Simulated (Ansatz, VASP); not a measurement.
# Two plane-wave programs on SiBr5

```
CELL_PARAMETERS angstrom
5.49346 0.00000 0.00000
-2.74673 4.75747 0.00000
0.00000 0.00000 9.21458
ATOMIC_POSITIONS crystal
Si 0.00000 0.00000 0.00000
Br 0.00000 0.50000 0.50000
Br 0.33333 0.66667 0.00000
Br 0.66667 0.33333 0.00000
Br 0.50000 0.00000 0.50000
Br 0.50000 0.50000 0.50000
```

Change from the starting cell: species swapped into the CeFe5 type (P6/mmm, No. 191).

Alike in both runs: functional PBE; k mesh 6 × 6 × 8; occupations gaussian, width 0.1 eV; no spin polarisation.

Ansatz relaxed the structure, and its values are those at the end. VASP's run is a single point on that final structure, the one shown.

|  | VASP | Ansatz |
| --- | --- | --- |
| version | VASP 6.6.1 | Ansatz 0.2.0 |
| potentials or method | VASP PAW PBE potentials, release 64 (Si, Br), cutoff 520 eV | scalar-relativistic, plane waves, PAW |
| valence electrons in the cell | 39 | 39 |

|  | VASP | Ansatz | Ansatz less VASP |
| --- | --- | --- | --- |
| gap on the k mesh at the Fermi level (eV) | none | none | - |
| pressure (GPa) | 0.0 | 0.0 | -0.01 |

A gap of «none» marks a metal or a gap that the smearing closes.
